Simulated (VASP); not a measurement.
SiC, 12 atoms in the cell. The structure is hexagonal, space group P6_3mc (No. 186). Conventional cell: a = 3.069 Å, b = 3.069 Å, c = 15.063 Å, α = 90.00°, β = 90.00°, γ = 120.00°. Si (site symmetry 3m) has 4 C at 1.88 Å within 2.5 Å. Si (site symmetry 3m) has 4 C at 1.88 Å within 2.5 Å. Si (site symmetry 3m) has 4 C at 1.88 to 1.89 Å within 2.5 Å. C (site symmetry 3m) has 4 Si at 1.88 Å within 2.5 Å. Within 2.5 Å of C (site symmetry 3m) lie 4 Si at 1.88 Å. C (site symmetry 3m) has 4 Si at 1.88 to 1.89 Å within 2.5 Å. 

* Program: VASP 6.6.1
* Task: single point
* Functional: BLYP
* Dispersion: D3(BJ)
* Potentials or basis: VASP PAW PBE potentials, release 64 (Si, C)
* Cutoff: 520 eV
* k mesh: 10 × 10 × 2
* Occupations: fermi-dirac, width 0.05 eV
* Spin: no spin polarisation
* Dipole correction: no
* Further INCAR settings: ALGO = Normal; EDIFF = 1e-07; NBANDS = 36

Potentials or basis: VASP PAW PBE potentials, release 64 (Si, C).

Launch:

```bash
$ cat potpaw_PBE.64/Si/POTCAR potpaw_PBE.64/C/POTCAR > POTCAR
$ mpirun -np 1 vasp_std > vasp.out
```

Hardware: 1 thread of Intel Xeon 8259CL, with other jobs on the host.

Question: Estimate the wall time of this run.

Answer: It took 3.5 min on 1 thread of Intel Xeon 8259CL (shared host), peak memory 0.29 GiB. Counts: scf iterations 14, k points 28.
